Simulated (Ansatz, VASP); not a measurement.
Pd: VASP beside Ansatz

File POSCAR:

```
Pd
1.0
    4.4078688743      0.0000000000      0.0000000000
   -2.2039344372      3.8173264217      0.0000000000
    0.0000000000      0.0000000000      2.6128316369
Pd
3
Direct
    0.0000000000      0.0000000000      1.0000000000
    0.3333333333      0.6666666667      0.5000000000
    0.6666666667      0.3333333333      0.5000000000
```

Contents of INCAR.step1:

```
SYSTEM = Pd
ALGO     = Normal         ! electronic algorithm
EDIFF    = 1E-4           ! SCF threshold, eV
ENCUT    = 520            ! plane-wave cutoff, eV
GGA      = PE             ! functional
ISMEAR   = -1             ! smearing method
ISPIN    = 2              ! spin polarisation
LASPH    = .True.         ! aspherical terms in the spheres
LCHARG   = .False.        ! write CHGCAR
LMAXMIX  = 4              ! l up to which the mixer works
LREAL    = .False.        ! projectors in reciprocal space
LWAVE    = .True.         ! write WAVECAR
MAGMOM   = 0.291 0.241 0.241 ! initial moments
NBANDS   = 26             ! bands
NELM     = 150            ! most SCF steps
PREC     = Accurate       ! precision mode
SIGMA    = 0.05           ! smearing width, eV
```

Contents of INCAR.step2:

```
SYSTEM = Pd
ALGO     = Normal         ! electronic algorithm
EDIFF    = 1E-6           ! SCF threshold, eV
ENCUT    = 520            ! plane-wave cutoff, eV
ISIF     = 2              ! what is computed and relaxed
ISMEAR   = -1             ! smearing method
ISPIN    = 2              ! spin polarisation
ISTART   = 1            
LASPH    = .True.         ! aspherical terms in the spheres
LCHARG   = .False.        ! write CHGCAR
LMAXMIX  = 4              ! l up to which the mixer works
LMIXTAU  = .True.       
LORBIT   = 11             ! projections on sites
LREAL    = .False.        ! projectors in reciprocal space
LWAVE    = .False.        ! write WAVECAR
MAGMOM   = 0.291 0.241 0.241 ! initial moments
METAGGA  = R2SCAN         ! meta-GGA
NBANDS   = 26             ! bands
NELM     = 150            ! most SCF steps
PREC     = Accurate       ! precision mode
SIGMA    = 0.05           ! smearing width, eV
```

The input KPOINTS:

```
k-points
0
Gamma
  9 9 13
  0 0 0
```

Input for Ansatz:

```yaml
crystal:
  lattice:
    - [4.4078688743, 0.0, 0.0]
    - [-2.2039344372, 3.8173264217, 0.0]
    - [0.0, 0.0, 2.6128316369]
  atoms:
    - { symbol: Pd, position: [0.0, 0.0, 1.0], spin: 0.291 }
    - { symbol: Pd, position: [0.3333333333, 0.6666666667, 0.5], spin: 0.241 }
    - { symbol: Pd, position: [0.6666666667, 0.3333333333, 0.5], spin: 0.241 }
hamiltonian:
  xc: r2scan
  pseudopotentials:
    kind: paw
    azcp:
      Pd: "pseudopotentials/Pd.paw.azcp"
basis:
  ecutwfc: 500
  fft_grid_basis: typed
kpoints:
  mp_grid: { grid: [9, 9, 13], shift: [0, 0, 0] }
magnetization:
  spin_polarized: true
scf:
  occupations: { method: fermi_dirac, width: 0.05 }
  lower_state_search: "off"
output:
  stress: true
```

Alike in both runs: task single point; functional r2SCAN; k mesh 9 × 9 × 13; occupations fermi-dirac, width 0.05 eV; collinear spin.

|  | VASP | Ansatz |
| --- | --- | --- |
| version | VASP 6.6.1 | Ansatz 0.2.0 |
| potentials or method | VASP PAW PBE potentials, release 64 (Pd), cutoff 520 eV | plane waves (500 eV) with PAW, scalar-relativistic |
| valence electrons in the cell | 30 | 54 |

|  | VASP | Ansatz | Ansatz less VASP |
| --- | --- | --- | --- |
| pressure (GPa) | 8.8 | 8.3 | -0.53 |
| traceless stress, the component that is largest in VASP (GPa) | -0.05 | 0.67 | +0.717 |
| net moment per atom (μB) | 0.00 | 0.27 | +0.264 |
| size of the moment on the site where the two differ most (μB) | 0.00 | 0.28 | +0.276 |

The net moments are unlike, so the other rows may belong to different states. VASP's potentials were made for PBE, not for r2SCAN. Site moments also hang on the region over which each program counts them. VASP's potentials hold 30 valence electrons a cell and Ansatz's 54, so a difference there can come from the potentials and not from the codes. Ansatz's warnings: stability check not made.
